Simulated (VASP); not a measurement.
# Te2Mo in VASP: settings compared

Te2Mo is run at these levels: LDA, BHLYP, revPBE+D4; tasks: relaxation of cell and atoms, single point.

All numbers are computed with VASP 6.6.1; they aren't measurements. Logs are shortened: lines on timing, memory, paths and dates and some standing lists are left out, and cuts for length are marked.

### 1 The cell of the first run

The cell holds a slab with vacuum, 6 atoms: a = 6.362 Å, b = 3.480 Å, c = 36.176 Å, α = 90.00°, β = 90.14°, γ = 90.00°.

### 2 Relaxation of cell and atoms, LDA

File INCAR:

```
ALGO     = Normal         # electronic algorithm
EDIFF    = 1E-7           # SCF threshold, eV
EDIFFG   = -0.01          # ionic threshold
ENCUT    = 500            # plane-wave cutoff, eV
GGA      = CA             # functional
GGA_COMPAT= F            
IBRION   = 2              # ionic algorithm
ISIF     = 3              # what is computed and relaxed
ISMEAR   = -1             # smearing method
LASPH    = T              # aspherical terms in the spheres
LCHARG   = F              # write CHGCAR
LREAL    = F              # projectors in reciprocal space
LWAVE    = F              # write WAVECAR
NELM     = 120            # most SCF steps
NELMIN   = 4            
NSW      = 60             # ionic steps
PREC     = Accurate       # precision mode
SIGMA    = 0.05           # smearing width, eV
```

File KPOINTS:

```
k-points
0
Gamma
  4 8 1
```

File POSCAR:

```
Te2Mo
1.0
    6.3616090156      0.0000000000      0.0000000000
    0.0000000000      3.4804030600      0.0000000000
   -0.0857412231      0.0000000000     36.1758904685
Te Mo
4 2
Direct
    0.4292511000      0.7500000000      0.5407035800
    0.5707489000      0.2500000000      0.4592964200
    0.9208478700      0.2500000000      0.5565273200
    0.0791521300      0.7500000000      0.4434726800
    0.1813475600      0.2500000000      0.4974653700
    0.8186524400      0.7500000000      0.5025346300
```

Potentials or basis: VASP PAW LDA potentials, release 64 (Te, Mo_sv).

The run is started by

```bash
$ cat potpaw_LDA.64/Te/POTCAR potpaw_LDA.64/Mo_sv/POTCAR > POTCAR
$ mpirun -np 1 vasp_std > vasp.out
```

OUTCAR:

```text
EDIFF = 1E-7
   EDIFFG = -0.01
   ENCUT = 500
   GGA = CA
   IBRION = 2
   ISIF = 3
   ISMEAR = -1
   LASPH = T
   LREAL = F
   NELM = 120
   NELMIN = 4
   NSW = 60
   PREC = Accurate

 ion  position               nearest neighbor table
   1  0.429  0.750  0.541-   5 2.82   5 2.82   6 2.84   2 3.54   2 3.54   3 3.62   3 3.62
   2  0.571  0.250  0.459-   6 2.82   6 2.82   5 2.84   1 3.54   1 3.54   4 3.62   4 3.62
   3  0.921  0.250  0.557-   6 2.69   6 2.69   5 2.71   1 3.62   1 3.62
   4  0.079  0.750  0.443-   5 2.69   5 2.69   6 2.71   2 3.62   2 3.62
   5  0.181  0.250  0.497-   4 2.69   4 2.69   3 2.71   1 2.82   1 2.82   2 2.84   6 2.90   6 2.90

   6  0.819  0.750  0.503-   3 2.69   3 2.69   4 2.71   2 2.82   2 2.82   1 2.84   5 2.90   5 2.90

  LATTYP: Found a simple monoclinic cell.
 ALAT       =     6.3616090156
 B/A-ratio  =     0.5470947761
 C/A-ratio  =     5.6866104138
 COS(beta)  =    -0.0023701139

  Lattice vectors:

 A1 = (   6.3616090156,   0.0000000000,   0.0000000000)
 A2 = (   0.0000000000,   3.4804030600,   0.0000000000)
 A3 = (  -0.0857412231,   0.0000000000,  36.1758904685)

Analysis of symmetry for initial positions (statically):
=====================================================================
 Subroutine PRICEL returns:
 Original cell was already a primitive cell.

 Routine SETGRP: Setting up the symmetry group for a
 simple monoclinic supercell.

 Subroutine GETGRP returns: Found  4 space group operations
 (whereof  2 operations were pure point group operations)
 out of a pool of  4 trial point group operations.

The static configuration has the point symmetry S_2 .
 The point group associated with its full space group is C_2h.

Analysis of symmetry for dynamics (positions and initial velocities):
=====================================================================
 Subroutine PRICEL returns:
 Original cell was already a primitive cell.

 Routine SETGRP: Setting up the symmetry group for a
 simple monoclinic supercell.

 Subroutine GETGRP returns: Found  4 space group operations
 (whereof  2 operations were pure point group operations)
 out of a pool of  4 trial point group operations.

The dynamic configuration has the point symmetry S_2 .
 The point group associated with its full space group is C_2h.

 Subroutine INISYM returns: Found  4 space group operations
 (whereof  2 operations are pure point group operations),
 and found     1 'primitive' translations

----------------------------------------------------------------------------------------
[... 95 lines left out ...]
   IBRION =      2    ionic relax: 0-MD 1-quasi-New 2-CG
   NFREE  =      1    steps in history (QN), initial steepest desc. (CG)
   ISIF   =      3    stress and relaxation
   ISYM   =      2    0-nonsym 1-usesym 2-fastsym
   POTIM  = 0.5000    time-step for ionic-motion
   TEBEG  =    0.0;   TEEND  =   0.0 temperature during run
   PSTRESS=    0.0 pullay stress
   NELECT =      52.0000    total number of electrons
   NUPDOWN=      -1.0000    fix difference up-down
   EMIN   =  10.00;   EMAX   =-10.00  energy-range for DOS
   EFERMI =   0.00;   METHOD = LEGACY
   ISMEAR =    -1;   SIGMA  =   0.05  broadening in eV -4-tet -1-fermi 0-gaus
   EFERMI_NEDOS =   21; number of points for ismear=-14 and -15
   IALGO  =     38    algorithm
   IMIX   =      4    mixing-type and parameters
     AMIX     =   0.40;   BMIX     =  1.00
     AMIX_MAG =   1.60;   BMIX_MAG =  1.00
  volume/ion in A,a.u.               =     133.49       900.87
  Fermi-wavevector in a.u.,A,eV,Ry     =   0.657967  1.243377  5.890240  0.432920
  Thomas-Fermi vector in A             =   1.729641
   LORBIT       =      0    0 simple, 1 ext, 2 COOP (PROOUT), +10 PAW based schemes
   GGA     = CA    functional components
   LHFCALC =     F    Hartree Fock is set to
   AEXX    =    0.0000 exact exchange contribution
   IVDW    =     0    specifies the selected vdW correction
   LEPSILON=     F    determine dielectric tensor
   LRPA    =     F    only Hartree local field effects (RPA)
 conjugate gradient relaxation of ions
 non-spin polarized calculation
  energy-cutoff  :      500.00
  volume of cell :      800.97
 maximum number of plane-waves:     20388
 NGX is ok and might be reduce to    48
   NGX = 23   NGY = 13   NGZ =131

--------------------------------------- Ionic step        1  -------------------------------------------

 number of electron      51.9999996 magnetization

 Free energy of the ion-electron system (eV)
  ---------------------------------------------------
  ext. energy  EPLUGINS =         0.00000000
  ---------------------------------------------------
  free energy    TOTEN  =       -40.73176019 eV

  energy without entropy =      -40.72285283  energy(sigma->0) =      -40.72730651

------------------------ aborting loop because EDIFF is reached ----------------------------------------

  FORCE on cell =-STRESS in cart. coord.  units (eV):
  Direction    XX          YY          ZZ          XY          YZ          ZX
  --------------------------------------------------------------------------------------
  -------------------------------------------------------------------------------------
  Total       -4.6577493     -5.0773989     -2.8809439      0.0000000      0.0000000      0.0231169
  in kB       -9.3168895    -10.1563141     -5.7627482      0.0000000      0.0000000      0.0462408
  external PRESSURE =      -8.4119839 kB  Pullay stress =       0.0000000 kB
[... 101 lines left out ...]
  FREE ENERGIE OF THE ION-ELECTRON SYSTEM (eV)
  ---------------------------------------------------
  free  energy   TOTEN  =       -40.8321386583 eV

  energy  without entropy=      -40.8228048571  energy(sigma->0) =      -40.82747176

[... ionic steps 4 to 14 ...]

--------------------------------------- Ionic step       15  -------------------------------------------

 number of electron      52.0000003 magnetization

------------------------ aborting loop because EDIFF is reached ----------------------------------------
[... 75 lines left out ...]
--------------------------------------- Ionic step       17  -------------------------------------------

 number of electron      52.0000003 magnetization

 Free energy of the ion-electron system (eV)
  ---------------------------------------------------
  ext. energy  EPLUGINS =         0.00000000
  ---------------------------------------------------
  free energy    TOTEN  =       -40.85202005 eV

  energy without entropy =      -40.83899605  energy(sigma->0) =      -40.84550805

 E-fermi :  -2.2029     XC(G=0):  -2.3992

 val. band max:       -2.2298000277   @ k =   0.2500   0.0000   0.0000
 cond. band min:      -2.1602230367   @ k =   0.0000   0.1250   0.0000
 fundamental gap:      0.0695769910
 Fermi energy:        -2.2029078949

 k-point     1 :       0.0000    0.0000    0.0000
  band No.  band energies     occupation
      1     -62.8465      2.00000
      2     -62.7749      2.00000
      3     -37.3241      2.00000
      4     -37.2107      2.00000
      5     -37.2088      2.00000
      6     -37.0676      2.00000
[... 532 lines left out ...]
  FREE ENERGIE OF THE ION-ELECTRON SYSTEM (eV)
  ---------------------------------------------------
  free  energy   TOTEN  =       -40.8520200510 eV

  energy  without entropy=      -40.8389960488  energy(sigma->0) =      -40.84550805

 reached required accuracy - stopping structural energy minimisation
```

CONTCAR:

```text
Te2Mo
   1.00000000000000
     6.2828839892697896    0.0000000000000000    0.0217818176388158
     0.0000000000000000    3.3576998286567892    0.0000000000000000
     0.0416356496723931    0.0000000000000000   36.1442088063841993
  Te              Mo
     4     2
Direct
     0.4308975765828861    0.7500000000000000    0.5408374173299006
     0.5691024234171137    0.2500000000000000    0.4591625826700994
     0.9205477539480267    0.2500000000000000    0.5565437377750517
     0.0794522460519732    0.7500000000000000    0.4434562622249483
     0.1830471444094114    0.2500000000000000    0.4977379853081754
     0.8169528555905884    0.7500000000000000    0.5022620146918243

  0.00000000E+00  0.00000000E+00  0.00000000E+00
  0.00000000E+00  0.00000000E+00  0.00000000E+00
  0.00000000E+00  0.00000000E+00  0.00000000E+00
  0.00000000E+00  0.00000000E+00  0.00000000E+00
  0.00000000E+00  0.00000000E+00  0.00000000E+00
  0.00000000E+00  0.00000000E+00  0.00000000E+00
```

Run time: 61 min. Hardware: 1 thread of Intel Xeon Platinum 8559C (Emerald Rapids), shared host; peak memory 0.81 GiB.

What came out:

```
Free energy                           : -40.8520 eV
Relaxed cell                          : a = 6.283 Å, b = 3.358 Å, c = 36.144 Å, α = 90.00°, β = 89.74°, γ = 90.00°
Space group after relaxing (to 0.1 Å) : P2_1/m (No. 11)
Energy gained by relaxing             : 20.0 meV/atom
Ionic steps                           : 17
Largest force after relaxing          : 0.006 eV/Å
Band gap on the k mesh                : zero (bands 26 and 27 overlap by 0.54 eV)
```

Forces in eV/Å, atoms in the order of the input:
```
Te   0.003  0.000 -0.005
Te  -0.003  0.000  0.005
Te   0.000  0.000 -0.003
Te   0.000  0.000  0.003
Mo  -0.003  0.000  0.006
Mo   0.003  0.000 -0.006
```

The path:
| step | energy change (eV) | largest force (eV/Å) | pressure (GPa) | volume (Å³) |
| --- | --- | --- | --- | --- |
| 1 | 0.0000 | 0.4301 | -0.84 | 800.97 |
| 2 | 0.1423 | 1.6141 | 1.64 | 722.37 |
| 3 | -0.1004 | 0.2973 | 0.00 | 768.80 |
| 4 | -0.1004 | 0.3131 | 0.02 | 768.16 |
| 5 | -0.1160 | 0.0575 | 0.01 | 764.12 |
| 6 | -0.1160 | 0.0572 | 0.01 | 764.07 |
| 7 | -0.1183 | 0.0349 | -0.01 | 764.40 |
| 8 | -0.1187 | 0.0871 | -0.03 | 764.63 |
| 9 | -0.1195 | 0.0771 | 0.03 | 762.20 |
| 10 | -0.1195 | 0.0774 | 0.03 | 762.25 |
| 11 | -0.1199 | 0.0364 | -0.02 | 763.01 |
| 12 | -0.1200 | 0.0328 | 0.00 | 762.79 |
| 13 | -0.1201 | 0.0237 | 0.00 | 762.71 |
| 14 | -0.1201 | 0.0217 | 0.00 | 762.68 |
| 15 | -0.1202 | 0.0134 | 0.00 | 762.44 |
| 16 | -0.1203 | 0.0138 | 0.01 | 762.14 |
| 17 | -0.1203 | 0.0063 | -0.01 | 762.50 |

Final structure:
```
Te Mo
1.0
     6.28288    0.00000    0.02178
     0.00000    3.35770    0.00000
     0.04164    0.00000   36.14421
Te Mo
4 2
Direct
  0.43090 0.75000 0.54084
  0.56910 0.25000 0.45916
  0.92055 0.25000 0.55654
  0.07945 0.75000 0.44346
  0.18305 0.25000 0.49774
  0.81695 0.75000 0.50226
```

Levels at points of the mesh, in eV from the Fermi level:
| k point | band 24 | band 25 | band 26 | band 27 | band 28 | band 29 |
| --- | --- | --- | --- | --- | --- | --- |
| (0.00, 0.00, 0.00) | -0.46 | -0.40 | 0.45 | 0.51 | 1.28 | 1.69 |
| (0.50, 0.00, 0.00) | -0.98 | -0.71 | -0.48 | -0.10 | 1.40 | 1.42 |
| (0.00, 0.50, 0.00) | -1.75 | -1.49 | -1.49 | 1.18 | 1.18 | 1.59 |
| (0.50, 0.50, 0.00) | -1.78 | -0.91 | -0.91 | 1.20 | 1.20 | 1.85 |

Caveat: spin-orbit coupling is left out, which moves the levels of the heavy elements.

(Part 1 of 2 ends here.)
